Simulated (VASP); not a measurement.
# AlO4 (F-43m) in VASP: a series of runs

The runs below take AlO4 through single point, relaxation of cell and atoms, with PBE.

Everything below comes from runs of VASP 6.6.1. Logs are shortened: lines on timing, memory, paths and dates and some standing lists are left out, and cuts for length are marked.

## Step 1: The cell of the first run

Symmetry: F-43m, No. 216, cubic system. The conventional cell has a = 7.898 Å, b = 7.898 Å, c = 7.898 Å, α = 90.00°, β = 90.00°, γ = 90.00°. Al (site symmetry -43m) has 22 O at 2.87 to 3.95 Å and 4 Al at 3.42 Å within 4.0 Å. Within 1.8 Å of Al (site symmetry -43m) lie 6 O at 1.32 Å. Within 1.9 Å of O (site symmetry 2mm) lie 1 Al at 1.32 Å and 4 O at 1.87 Å. Within 4.0 Å of O (site symmetry -43m) lie 16 O at 2.87 to 3.42 Å and 10 Al at 3.42 to 3.95 Å. Within 3.5 Å of O (site symmetry -43m) lie 10 O at 2.63 to 3.42 Å and 4 Al at 3.42 Å.

The cell was built from a structure type or drawn by symmetry, and may not be a known phase.

## Step 2: Single point, PBE

Contents of INCAR:

```
SYSTEM = AlO4
PREC = Accurate ; ENCUT = 520
EDIFF = 1E-7 ; ISMEAR = 0
SIGMA = 0.1 ; LREAL = .False.
LASPH = .True. ; NELM = 100
ALGO = Normal ; ISIF = 2
LWAVE = .False. ; LCHARG = .False.
GGA = PE ; NBANDS = 38
```

Contents of KPOINTS:

```
Automatic mesh
0
Gamma
  4 4 4
  0 0 0
```

Contents of POSCAR:

```
AlO4
1.0
    0.0000000000      3.9491525000      3.9491525000
    3.9491525000      0.0000000000      3.9491525000
    3.9491525000      3.9491525000      0.0000000000
Al O
2 8
Direct
    0.5000000000      0.5000000000      0.5000000000
    0.2500000000      0.2500000000      0.2500000000
    0.4174245300      0.0825754700      0.0825754700
    0.0825754700      0.4174245300      0.4174245300
    0.0825754700      0.4174245300      0.0825754700
    0.4174245300      0.0825754700      0.4174245300
    0.0825754700      0.0825754700      0.4174245300
    0.4174245300      0.4174245300      0.0825754700
    0.0000000000      0.0000000000      0.0000000000
    0.7500000000      0.7500000000      0.7500000000
```

Potentials or basis: VASP PAW PBE potentials, release 64 (Al, O).

On the command line:

```
> cat potpaw_PBE.64/Al/POTCAR potpaw_PBE.64/O/POTCAR > POTCAR
> mpirun -np 1 vasp_std > vasp.out
```

OUTCAR:

```text
SYSTEM = AlO4
   PREC = Accurate
   ENCUT = 520
   EDIFF = 1E-7
   ISMEAR = 0
   LREAL = .False.
   LASPH = .True.
   NELM = 100
   ISIF = 2
   GGA = PE

 ion  position               nearest neighbor table
   1  0.500  0.500  0.500-
   2  0.250  0.250  0.250-   3 1.32   4 1.32   5 1.32   6 1.32   7 1.32   8 1.32
   3  0.417  0.083  0.083-   2 1.32   5 1.87   6 1.87   7 1.87   8 1.87
   4  0.083  0.417  0.417-   2 1.32   5 1.87   6 1.87   7 1.87   8 1.87
   5  0.083  0.417  0.083-   2 1.32   3 1.87   4 1.87   7 1.87   8 1.87
   6  0.417  0.083  0.417-   2 1.32   3 1.87   4 1.87   7 1.87   8 1.87
   7  0.083  0.083  0.417-   2 1.32   3 1.87   4 1.87   5 1.87   6 1.87
   8  0.417  0.417  0.083-   2 1.32   3 1.87   4 1.87   5 1.87   6 1.87
   9  0.000  0.000  0.000-
  10  0.750  0.750  0.750-

 -----------------------------------------------------------------------------
|                                                                             |
|           W    W    AA    RRRRR   N    N  II  N    N   GGGG   !!!           |
|           W    W   A  A   R    R  NN   N  II  NN   N  G    G  !!!           |
|           W    W  A    A  R    R  N N  N  II  N N  N  G       !!!           |
|           W WW W  AAAAAA  RRRRR   N  N N  II  N  N N  G  GGG   !            |
|           WW  WW  A    A  R   R   N   NN  II  N   NN  G    G                |
|           W    W  A    A  R    R  N    N  II  N    N   GGGG   !!!           |
|                                                                             |
|     The distance between some ions is very small. Please check the          |
|     nearest-neighbor list in the OUTCAR file.                               |
|     I HOPE YOU KNOW WHAT YOU ARE DOING!                                     |
|                                                                             |
 -----------------------------------------------------------------------------

  LATTYP: Found a face centered cubic cell.
 ALAT       =     7.8983050000

  Lattice vectors:

 A1 = (   0.0000000000,   3.9491525000,   3.9491525000)
 A2 = (   3.9491525000,   0.0000000000,   3.9491525000)
 A3 = (   3.9491525000,   3.9491525000,   0.0000000000)

Analysis of symmetry for initial positions (statically):
=====================================================================
 Subroutine PRICEL returns:
 Original cell was already a primitive cell.

 Routine SETGRP: Setting up the symmetry group for a
 face centered cubic supercell.

 Subroutine GETGRP returns: Found 24 space group operations
 (whereof 24 operations were pure point group operations)
 out of a pool of 48 trial point group operations.

The static configuration has the point symmetry T_d .

Analysis of symmetry for dynamics (positions and initial velocities):
=====================================================================
 Subroutine PRICEL returns:
 Original cell was already a primitive cell.

 Routine SETGRP: Setting up the symmetry group for a
 face centered cubic supercell.

 Subroutine GETGRP returns: Found 24 space group operations
 (whereof 24 operations were pure point group operations)
 out of a pool of 48 trial point group operations.

The dynamic configuration has the point symmetry T_d .

 Subroutine INISYM returns: Found 24 space group operations
 (whereof 24 operations are pure point group operations),
 and found     1 'primitive' translations

----------------------------------------------------------------------------------------

                                     Primitive cell

  volume of cell :     123.1804

  direct lattice vectors                    reciprocal lattice vectors
     0.000000000  3.949152500  3.949152500    -0.126609443  0.126609443  0.126609443
     3.949152500  0.000000000  3.949152500     0.126609443 -0.126609443  0.126609443
     3.949152500  3.949152500  0.000000000     0.126609443  0.126609443 -0.126609443

  length of vectors
     5.584945025  5.584945025  5.584945025     0.219293989  0.219293989  0.219293989

  position of ions in fractional coordinates (direct lattice)
     0.500000000  0.500000000  0.500000000
     0.250000000  0.250000000  0.250000000
     0.417424530  0.082575470  0.082575470
     0.082575470  0.417424530  0.417424530
     0.082575470  0.417424530  0.082575470
[... 25 lines left out ...]
 generate k-points for:    4    4    4

 Generating k-lattice:

  Cartesian coordinates                     Fractional coordinates (reciprocal lattice)
    -0.031652361  0.031652361  0.031652361     0.250000000  0.000000000  0.000000000
     0.031652361 -0.031652361  0.031652361     0.000000000  0.250000000  0.000000000
     0.031652361  0.031652361 -0.031652361     0.000000000  0.000000000  0.250000000

  Length of vectors
     0.054823497  0.054823497  0.054823497

  Shift w.r.t. Gamma in fractional coordinates (k-lattice)
     0.000000000  0.000000000  0.000000000

 Subroutine IBZKPT returns following result:
 ===========================================

 Found      8 irreducible k-points:

 Following reciprocal coordinates:
            Coordinates               Weight
  0.000000  0.000000  0.000000      1.000000
  0.250000  0.000000  0.000000      8.000000
  0.500000  0.000000  0.000000      4.000000
  0.250000  0.250000  0.000000      6.000000
  0.500000  0.250000  0.000000     24.000000
 -0.250000  0.250000  0.000000     12.000000
  0.500000  0.500000  0.000000      3.000000
 -0.250000  0.500000  0.250000      6.000000
   k-points           NKPTS =      8   k-points in BZ     NKDIM =      8   number of bands    NBANDS=     38
   number of dos      NEDOS =    301   number of ions     NIONS =     10
   total plane-waves  NPLWV =  74088
   dimension x,y,z NGX =    42 NGY =   42 NGZ =   42
   dimension x,y,z NGXF=    84 NGYF=   84 NGZF=   84
   ions per type =               2   8
   NGX,Y,Z   is equivalent  to a cutoff of  12.50, 12.50, 12.50 a.u.
   NGXF,Y,Z  is equivalent  to a cutoff of  25.00, 25.00, 25.00 a.u.
 SYSTEM =  AlO4
   PREC   = accura    normal or accurate (medium, high low for compatibility)
   ISTART =      0    job   : 0-new  1-cont  2-samecut
   ICHARG =      2    charge: 1-file 2-atom 10-const
   ISPIN  =      1    spin polarized calculation?
   LNONCOLLINEAR =      F non collinear calculations
   LSORBIT =      F    spin-orbit coupling
   LASPH  =      T    aspherical Exc in radial PAW
   ENCUT  =  520.0 eV  38.22 Ry    6.18 a.u.  10.38 10.38 10.38*2*pi/ulx,y,z
   NELM   =    100;   NELMIN=  2; NELMDL= -5     # of ELM steps
   EDIFF  = 0.1E-06   stopping-criterion for ELM
   LREAL  =      F    real-space projection
   EDIFFG = 0.1E-05   stopping-criterion for IOM
   NSW    =      0    number of steps for IOM
   IBRION =     -1    ionic relax: 0-MD 1-quasi-New 2-CG
   NFREE  =      0    steps in history (QN), initial steepest desc. (CG)
   ISIF   =      2    stress and relaxation
   ISYM   =      2    0-nonsym 1-usesym 2-fastsym
   POTIM  = 0.5000    time-step for ionic-motion
   TEBEG  =    0.0;   TEEND  =   0.0 temperature during run
   PSTRESS=    0.0 pullay stress
   NELECT =      54.0000    total number of electrons
   NUPDOWN=      -1.0000    fix difference up-down
   EMIN   =  10.00;   EMAX   =-10.00  energy-range for DOS
   EFERMI =   0.00;   METHOD = LEGACY
   ISMEAR =     0;   SIGMA  =   0.10  broadening in eV -4-tet -1-fermi 0-gaus
   EFERMI_NEDOS =   21; number of points for ismear=-14 and -15
   IALGO  =     38    algorithm
   IMIX   =      4    mixing-type and parameters
     AMIX     =   0.40;   BMIX     =  1.00
     AMIX_MAG =   1.60;   BMIX_MAG =  1.00
  volume/ion in A,a.u.               =      12.32        83.13
  Fermi-wavevector in a.u.,A,eV,Ry     =   1.243633  2.350125 21.043078  1.546623
  Thomas-Fermi vector in A             =   2.377935
   LORBIT       =      0    0 simple, 1 ext, 2 COOP (PROOUT), +10 PAW based schemes
   GGA     = PE    functional components
   LHFCALC =     F    Hartree Fock is set to
   AEXX    =    0.0000 exact exchange contribution
   IVDW    =     0    specifies the selected vdW correction
   LEPSILON=     F    determine dielectric tensor
   LRPA    =     F    only Hartree local field effects (RPA)
 non-spin polarized calculation
 Gauss-broadening in eV      SIGMA  =   0.10
  energy-cutoff  :      520.00
  volume of cell :      123.18
 maximum number of plane-waves:      3329
 NGX is ok and might be reduce to    42
   NGX = 21   NGY = 21   NGZ = 21

 number of electron      54.0000039 magnetization

 Free energy of the ion-electron system (eV)
  ---------------------------------------------------
  ext. energy  EPLUGINS =         0.00000000
  ---------------------------------------------------
  free energy    TOTEN  =        -3.89016997 eV

  energy without entropy =       -3.81856356  energy(sigma->0) =       -3.85436677

 E-fermi :   0.6381     XC(G=0):  -9.3119

 val. band max:        0.6273527406   @ k =  -0.2500   0.2500   0.0000
 cond. band min:       0.7011085401   @ k =  -0.2500   0.2500   0.0000
 fundamental gap:      0.0737557995
 Fermi energy:         0.6380502313

 k-point     1 :       0.0000    0.0000    0.0000
  band No.  band energies     occupation
      1     -22.4872      2.00000
      2     -18.1996      2.00000
      3     -18.1996      2.00000
      4     -18.1996      2.00000
      5     -16.2685      2.00000
      6     -16.2685      2.00000
[... 317 lines left out ...]
     37      10.9028      0.00000
     38      11.9253      0.00000

------------------------ aborting loop because EDIFF is reached ----------------------------------------

  FORCE on cell =-STRESS in cart. coord.  units (eV):
  Direction    XX          YY          ZZ          XY          YZ          ZX
  --------------------------------------------------------------------------------------
  -------------------------------------------------------------------------------------
  Total       84.6387538     84.6387538     84.6387538      0.0000000      0.0000000     -0.0000000
  in kB     1100.8753137   1100.8753137   1100.8753137      0.0000000      0.0000000     -0.0000000
  external PRESSURE =    1100.8753137 kB  Pullay stress =       0.0000000 kB

 VOLUME and BASIS-vectors are now :
 -----------------------------------------------------------------------------
  energy-cutoff  :      520.00
  volume of cell :      123.18
      direct lattice vectors                 reciprocal lattice vectors
     0.000000000  3.949152500  3.949152500    -0.126609443  0.126609443  0.126609443
     3.949152500  0.000000000  3.949152500     0.126609443 -0.126609443  0.126609443
     3.949152500  3.949152500  0.000000000     0.126609443  0.126609443 -0.126609443

 POSITION                                       TOTAL-FORCE (eV/Angst)
 -----------------------------------------------------------------------------------
      3.94915      3.94915      3.94915        -0.000000     -0.000000     -0.000000
      1.97458      1.97458      1.97458        -0.000000     -0.000000     -0.000000
      0.65221      1.97458      1.97458       -33.974077     -0.000000     -0.000000
      3.29695      1.97458      1.97458        33.974077     -0.000000     -0.000000
      1.97458      0.65221      1.97458        -0.000000    -33.974077     -0.000000
      1.97458      3.29695      1.97458        -0.000000     33.974077     -0.000000
      1.97458      1.97458      0.65221        -0.000000     -0.000000    -33.974077
      1.97458      1.97458      3.29695        -0.000000     -0.000000     33.974077
      0.00000      0.00000      0.00000        -0.000000     -0.000000     -0.000000
      5.92373      5.92373      5.92373        -0.000000     -0.000000     -0.000000
 -----------------------------------------------------------------------------------
    total drift:                               -0.000000     -0.000000     -0.000000

  FREE ENERGIE OF THE ION-ELECTRON SYSTEM (eV)
  ---------------------------------------------------
  free  energy   TOTEN  =        -3.8901699679 eV

  energy  without entropy=       -3.8185635637  energy(sigma->0) =       -3.85436677
```

Wall time 78 s (1 thread of Intel Xeon 6975P-C (Granite Rapids), shared host); peak memory 0.26 GiB.

What came out:

```
Free energy   : -3.8902 eV
Pressure      : 110.1 GPa
Largest force : 33.974 eV/Å
```

Forces in eV/Å, atoms in the order of the input:
```
Al    0.000   0.000   0.000
Al    0.000   0.000   0.000
O   -33.974   0.000   0.000
O    33.974   0.000   0.000
O     0.000 -33.974   0.000
O     0.000  33.974   0.000
O     0.000   0.000 -33.974
O     0.000   0.000  33.974
O     0.000   0.000   0.000
O     0.000   0.000   0.000
```

Caveat: the cell stands under pressure; forces of over 1 eV/Å act on the atoms, so gaps and moduli don't describe the material at rest.

(Part 1 of 2 ends here.)
